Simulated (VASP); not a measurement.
# Sc2Cu3 (Pm-3m) in VASP: notebook

Runs on Sc2Cu3. Level: PBE. Tasks: single point, relaxation of cell and atoms.

Program: VASP 6.6.1. These are calculated values, not measurements. Logs are shortened: lines on timing, memory, paths and dates and some standing lists are left out, and cuts for length are marked.

**1. The cell of the first run**

It takes space group Pm-3m (No. 221, cubic). Conventional cell: a = 4.227 Å, b = 4.227 Å, c = 4.227 Å, α = 90.00°, β = 90.00°, γ = 90.00°. Within 3.9 Å of Sc (site symmetry m-3m) lie 12 Cu at 2.99 Å and 8 Sc at 3.66 Å. Sc (site symmetry m-3m) has 6 Cu at 2.11 Å within 2.8 Å. Cu (site symmetry 4/mmm) has 2 Sc at 2.11 Å within 2.8 Å.

The cell was built from a structure type or drawn by symmetry, and may not be a known phase.

**2. Single point, PBE**

Contents of INCAR:

```
SYSTEM = Sc2Cu3
PREC = Accurate
ENCUT = 520
EDIFF = 1E-7
ISMEAR = 0
SIGMA = 0.1
LREAL = .FALSE.
LASPH = .TRUE.
NELM = 100
ALGO = Normal
ISIF = 2
LWAVE = .FALSE.
LCHARG = .FALSE.
GGA = PE
NBANDS = 36
```

Contents of KPOINTS:

```
regular mesh
0
G
  4 4 4
  0 0 0
```

Contents of POSCAR:

```
Sc2Cu3
1.0
    4.2266385500      0.0000000000      0.0000000000
    0.0000000000      4.2266385500      0.0000000000
    0.0000000000      0.0000000000      4.2266385500
Sc Cu
2 3
Direct
    0.5000000000      0.5000000000      0.5000000000
    0.0000000000      0.0000000000      0.0000000000
    0.5000000000      0.0000000000      0.0000000000
    0.0000000000      0.5000000000      0.0000000000
    0.0000000000      0.0000000000      0.5000000000
```

Potentials or basis: VASP PAW PBE potentials, release 64 (Sc_sv, Cu).

The run is started by

```
> cat potpaw_PBE.64/Sc_sv/POTCAR potpaw_PBE.64/Cu/POTCAR > POTCAR
> mpirun -np 1 vasp_std > vasp.out
```

OUTCAR:

```text
SYSTEM = Sc2Cu3
   PREC = Accurate
   ENCUT = 520
   EDIFF = 1E-7
   ISMEAR = 0
   LREAL = .FALSE.
   LASPH = .TRUE.
   NELM = 100
   ISIF = 2
   GGA = PE

 ion  position               nearest neighbor table
   1  0.500  0.500  0.500-   3 2.99   4 2.99   5 2.99   3 2.99   4 2.99   3 2.99   5 2.99   3 2.99
                             4 2.99   5 2.99   4 2.99   5 2.99
   2  0.000  0.000  0.000-   3 2.11   4 2.11   5 2.11   5 2.11   4 2.11   3 2.11
   3  0.500  0.000  0.000-   2 2.11   2 2.11   1 2.99   1 2.99   1 2.99   1 2.99
   4  0.000  0.500  0.000-   2 2.11   2 2.11   1 2.99   1 2.99   1 2.99   1 2.99
   5  0.000  0.000  0.500-   2 2.11   2 2.11   1 2.99   1 2.99   1 2.99   1 2.99

  LATTYP: Found a simple cubic cell.
 ALAT       =     4.2266385500

  Lattice vectors:

 A1 = (   4.2266385500,   0.0000000000,   0.0000000000)
 A2 = (   0.0000000000,   4.2266385500,   0.0000000000)
 A3 = (   0.0000000000,   0.0000000000,   4.2266385500)

Analysis of symmetry for initial positions (statically):
=====================================================================
 Subroutine PRICEL returns:
 Original cell was already a primitive cell.

 Routine SETGRP: Setting up the symmetry group for a
 simple cubic supercell.

 Subroutine GETGRP returns: Found 48 space group operations
 (whereof 48 operations were pure point group operations)
 out of a pool of 48 trial point group operations.

The static configuration has the point symmetry O_h .

Analysis of symmetry for dynamics (positions and initial velocities):
=====================================================================
 Subroutine PRICEL returns:
 Original cell was already a primitive cell.

 Routine SETGRP: Setting up the symmetry group for a
 simple cubic supercell.

 Subroutine GETGRP returns: Found 48 space group operations
 (whereof 48 operations were pure point group operations)
 out of a pool of 48 trial point group operations.

The dynamic configuration has the point symmetry O_h .

 Subroutine INISYM returns: Found 48 space group operations
 (whereof 48 operations are pure point group operations),
 and found     1 'primitive' translations

----------------------------------------------------------------------------------------

                                     Primitive cell

  volume of cell :      75.5067

  direct lattice vectors                    reciprocal lattice vectors
     4.226638550  0.000000000  0.000000000     0.236594634  0.000000000  0.000000000
     0.000000000  4.226638550  0.000000000     0.000000000  0.236594634  0.000000000
     0.000000000  0.000000000  4.226638550     0.000000000  0.000000000  0.236594634

  length of vectors
     4.226638550  4.226638550  4.226638550     0.236594634  0.236594634  0.236594634

  position of ions in fractional coordinates (direct lattice)
     0.500000000  0.500000000  0.500000000
     0.000000000  0.000000000  0.000000000
     0.500000000  0.000000000  0.000000000
     0.000000000  0.500000000  0.000000000
     0.000000000  0.000000000  0.500000000

  ion indices of the primitive-cell ions
   primitive index   ion index
                 1           1
                 2           2
                 3           3
                 4           4
                 5           5

----------------------------------------------------------------------------------------

 KPOINTS: regular mesh

Automatic generation of k-mesh.
 Grid dimensions read from file:
 generate k-points for:    4    4    4

 Generating k-lattice:

  Cartesian coordinates                     Fractional coordinates (reciprocal lattice)
     0.059148658  0.000000000  0.000000000     0.250000000  0.000000000  0.000000000
     0.000000000  0.059148658  0.000000000     0.000000000  0.250000000  0.000000000
     0.000000000  0.000000000  0.059148658     0.000000000  0.000000000  0.250000000

  Length of vectors
     0.059148658  0.059148658  0.059148658

  Shift w.r.t. Gamma in fractional coordinates (k-lattice)
     0.000000000  0.000000000  0.000000000

 Subroutine IBZKPT returns following result:
 ===========================================

 Found     10 irreducible k-points:

 Following reciprocal coordinates:
            Coordinates               Weight
  0.000000  0.000000  0.000000      1.000000
  0.250000  0.000000  0.000000      6.000000
  0.500000  0.000000  0.000000      3.000000
  0.250000  0.250000  0.000000     12.000000
  0.500000  0.250000  0.000000     12.000000
  0.500000  0.500000  0.000000      3.000000
  0.250000  0.250000  0.250000      8.000000
  0.500000  0.250000  0.250000     12.000000
  0.500000  0.500000  0.250000      6.000000
  0.500000  0.500000  0.500000      1.000000
   k-points           NKPTS =     10   k-points in BZ     NKDIM =     10   number of bands    NBANDS=     36
   number of dos      NEDOS =    301   number of ions     NIONS =      5
   total plane-waves  NPLWV =  32768
   dimension x,y,z NGX =    32 NGY =   32 NGZ =   32
   dimension x,y,z NGXF=    64 NGYF=   64 NGZF=   64
   ions per type =               2   3
   NGX,Y,Z   is equivalent  to a cutoff of  12.59, 12.59, 12.59 a.u.
   NGXF,Y,Z  is equivalent  to a cutoff of  25.17, 25.17, 25.17 a.u.
 SYSTEM =  Sc2Cu3
   PREC   = accura    normal or accurate (medium, high low for compatibility)
   ISTART =      0    job   : 0-new  1-cont  2-samecut
   ICHARG =      2    charge: 1-file 2-atom 10-const
   ISPIN  =      1    spin polarized calculation?
   LNONCOLLINEAR =      F non collinear calculations
   LSORBIT =      F    spin-orbit coupling
   LASPH  =      T    aspherical Exc in radial PAW
   ENCUT  =  520.0 eV  38.22 Ry    6.18 a.u.   7.86  7.86  7.86*2*pi/ulx,y,z
   NELM   =    100;   NELMIN=  2; NELMDL= -5     # of ELM steps
   EDIFF  = 0.1E-06   stopping-criterion for ELM
   LREAL  =      F    real-space projection
   EDIFFG = 0.1E-05   stopping-criterion for IOM
   NSW    =      0    number of steps for IOM
   IBRION =     -1    ionic relax: 0-MD 1-quasi-New 2-CG
   NFREE  =      0    steps in history (QN), initial steepest desc. (CG)
   ISIF   =      2    stress and relaxation
   ISYM   =      2    0-nonsym 1-usesym 2-fastsym
   POTIM  = 0.5000    time-step for ionic-motion
   TEBEG  =    0.0;   TEEND  =   0.0 temperature during run
   PSTRESS=    0.0 pullay stress
   NELECT =      55.0000    total number of electrons
   NUPDOWN=      -1.0000    fix difference up-down
   EMIN   =  10.00;   EMAX   =-10.00  energy-range for DOS
   EFERMI =   0.00;   METHOD = LEGACY
   ISMEAR =     0;   SIGMA  =   0.10  broadening in eV -4-tet -1-fermi 0-gaus
   EFERMI_NEDOS =   21; number of points for ismear=-14 and -15
   IALGO  =     38    algorithm
   IMIX   =      4    mixing-type and parameters
     AMIX     =   0.40;   BMIX     =  1.00
     AMIX_MAG =   1.60;   BMIX_MAG =  1.00
  volume/ion in A,a.u.               =      15.10       101.91
  Fermi-wavevector in a.u.,A,eV,Ry     =   1.472993  2.783553 29.520666  2.169708
  Thomas-Fermi vector in A             =   2.587940
   LORBIT       =      0    0 simple, 1 ext, 2 COOP (PROOUT), +10 PAW based schemes
   GGA     = PE    functional components
   LHFCALC =     F    Hartree Fock is set to
   AEXX    =    0.0000 exact exchange contribution
   IVDW    =     0    specifies the selected vdW correction
   LEPSILON=     F    determine dielectric tensor
   LRPA    =     F    only Hartree local field effects (RPA)
 non-spin polarized calculation
 Gauss-broadening in eV      SIGMA  =   0.10
  energy-cutoff  :      520.00
  volume of cell :       75.51
 maximum number of plane-waves:      2048
 NGX is ok and might be reduce to    32
   NGX = 15   NGY = 15   NGZ = 15

 number of electron      55.0000112 magnetization

 Free energy of the ion-electron system (eV)
  ---------------------------------------------------
  ext. energy  EPLUGINS =         0.00000000
  ---------------------------------------------------
  free energy    TOTEN  =       -18.30722150 eV

  energy without entropy =      -18.29387282  energy(sigma->0) =      -18.30054716

 E-fermi :   6.5897     XC(G=0): -11.5571

 val. band max:        6.5131340454   @ k =   0.2500   0.2500   0.2500
 cond. band min:       6.6757559173   @ k =   0.5000   0.5000   0.0000
 fundamental gap:      0.1626218720
 Fermi energy:         6.5897435309

 k-point     1 :       0.0000    0.0000    0.0000
  band No.  band energies     occupation
      1     -43.4430      2.00000
      2     -42.5181      2.00000
      3     -22.0437      2.00000
      4     -22.0437      2.00000
      5     -22.0437      2.00000
      6     -21.4178      2.00000
[... 28 lines left out ...]
     35      10.0177      0.00000
     36      10.0177      0.00000

 k-point     2 :       0.2500    0.0000    0.0000
  band No.  band energies     occupation
      1     -43.4427      2.00000
      2     -42.5119      2.00000
      3     -22.0504      2.00000
      4     -22.0420      2.00000
      5     -22.0420      2.00000
      6     -21.4860      2.00000
[... 28 lines left out ...]
     35       9.8881      0.00000
     36      10.6708      0.00000

 k-point     3 :       0.5000    0.0000    0.0000
  band No.  band energies     occupation
      1     -43.4423      2.00000
      2     -42.5056      2.00000
      3     -22.0568      2.00000
      4     -22.0402      2.00000
      5     -22.0402      2.00000
      6     -21.5538      2.00000
[... 28 lines left out ...]
     35       9.7559      0.00000
     36      12.0699      0.00000
[... 196 lines left out ...]
 k-point     9 :       0.5000    0.5000    0.2500
  band No.  band energies     occupation
      1     -43.4415      2.00000
      2     -42.4867      2.00000
      3     -22.0570      2.00000
      4     -22.0570      2.00000
      5     -22.0460      2.00000
      6     -21.5562      2.00000
[... 28 lines left out ...]
     35       9.8071      0.00000
     36       9.8071      0.00000

 k-point    10 :       0.5000    0.5000    0.5000
  band No.  band energies     occupation
      1     -43.4412      2.00000
      2     -42.4804      2.00000
      3     -22.0526      2.00000
      4     -22.0526      2.00000
      5     -22.0526      2.00000
      6     -21.5618      2.00000
[... 28 lines left out ...]
     35      10.3670      0.00000
     36      10.6461      0.00000

------------------------ aborting loop because EDIFF is reached ----------------------------------------

  FORCE on cell =-STRESS in cart. coord.  units (eV):
  Direction    XX          YY          ZZ          XY          YZ          ZX
  --------------------------------------------------------------------------------------
  -------------------------------------------------------------------------------------
  Total       14.9619163     14.9619163     14.9619163      0.0000000      0.0000000      0.0000000
  in kB      317.4771496    317.4771496    317.4771496      0.0000000      0.0000000      0.0000000
  external PRESSURE =     317.4771496 kB  Pullay stress =       0.0000000 kB

 VOLUME and BASIS-vectors are now :
 -----------------------------------------------------------------------------
  energy-cutoff  :      520.00
  volume of cell :       75.51
      direct lattice vectors                 reciprocal lattice vectors
     4.226638550  0.000000000  0.000000000     0.236594634  0.000000000  0.000000000
     0.000000000  4.226638550  0.000000000     0.000000000  0.236594634  0.000000000
     0.000000000  0.000000000  4.226638550     0.000000000  0.000000000  0.236594634

 POSITION                                       TOTAL-FORCE (eV/Angst)
 -----------------------------------------------------------------------------------
      2.11332      2.11332      2.11332         0.000000      0.000000      0.000000
      0.00000      0.00000      0.00000         0.000000      0.000000      0.000000
      2.11332      0.00000      0.00000         0.000000      0.000000      0.000000
      0.00000      2.11332      0.00000         0.000000      0.000000      0.000000
      0.00000      0.00000      2.11332         0.000000      0.000000      0.000000
 -----------------------------------------------------------------------------------
    total drift:                                0.000000      0.000000     -0.000000

  FREE ENERGIE OF THE ION-ELECTRON SYSTEM (eV)
  ---------------------------------------------------
  free  energy   TOTEN  =       -18.3072215034 eV

  energy  without entropy=      -18.2938728185  energy(sigma->0) =      -18.30054716
```

Run time: 14 s. Hardware: 1 thread of Intel Xeon 6975P-C (Granite Rapids), shared host; peak memory 0.17 GiB.

Results:

| Property | Result |
| --- | --- |
| Free energy | -18.3072 eV |
| Pressure | 31.7 GPa |
| Band gap on the k mesh | zero (an odd number of electrons rules out a gap without spin polarisation) |

Levels at points of the mesh, in eV from the Fermi level:
```
           k point  band 25  band 26  band 27  band 28  band 29  band 30
(0.00, 0.00, 0.00)    -1.04    -1.04     0.71     0.71     0.71     1.87
(0.50, 0.00, 0.00)    -3.48    -0.27     0.16     0.16     0.32     1.16
(0.50, 0.50, 0.00)    -2.89    -2.26    -2.26     0.09     0.09     0.94
(0.50, 0.50, 0.50)    -2.56    -2.56    -1.38    -1.38    -1.38    -0.22
```

Caveat: the k points lie up to 0.37 Å⁻¹ apart, too coarse for converged energies and pressures of a metal.

[end of part 1 of 2]
